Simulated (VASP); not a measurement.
Wanted: the native input for a VASP 6.6.1 run.

```yaml
Task: single point
Functional: PBE
Potentials_or_basis: VASP PAW PBE potentials, release 64 (Ir)
Cutoff: 520 eV
k_mesh: 16 × 16 × 16
Occupations: gaussian, width 0.05 eV
Spin: no spin polarisation
Dipole_correction: no
Further_INCAR_settings: ALGO = Normal; EDIFF = 1e-06; NBANDS = 10
```

The structure of Ir lies in POSCAR:

```
Ir
1.0
    0.0000000000      1.9156000000      1.9156000000
    1.9156000000      0.0000000000      1.9156000000
    1.9156000000      1.9156000000      0.0000000000
Ir
1
Direct
    0.0000000000      0.0000000000      0.0000000000
```

These files were run (other wordings do the same):

INCAR

```
PREC = Accurate ; ENCUT = 520
EDIFF = 1E-6 ; ISMEAR = 0
SIGMA = 0.05 ; LREAL = False
LASPH = True ; NELM = 60
ALGO = Normal ; ISIF = 2
LWAVE = False ; LCHARG = False
GGA = PE ; NBANDS = 10
```

KPOINTS

```
Automatic mesh
0
Gamma
  16 16 16
```

Potentials or basis: VASP PAW PBE potentials, release 64 (Ir).

Run with:

```console
$ cat potpaw_PBE.64/Ir/POTCAR > POTCAR
$ mpirun -np 1 vasp_std > vasp.out
```

Results of the run:

```
Pressure : 12.5 GPa
```

Run time: 10 s on 1 thread of Intel(R) Xeon(R) Platinum 8488C (Sapphire Rapids), with other jobs on the host, peak memory 0.14 GiB.
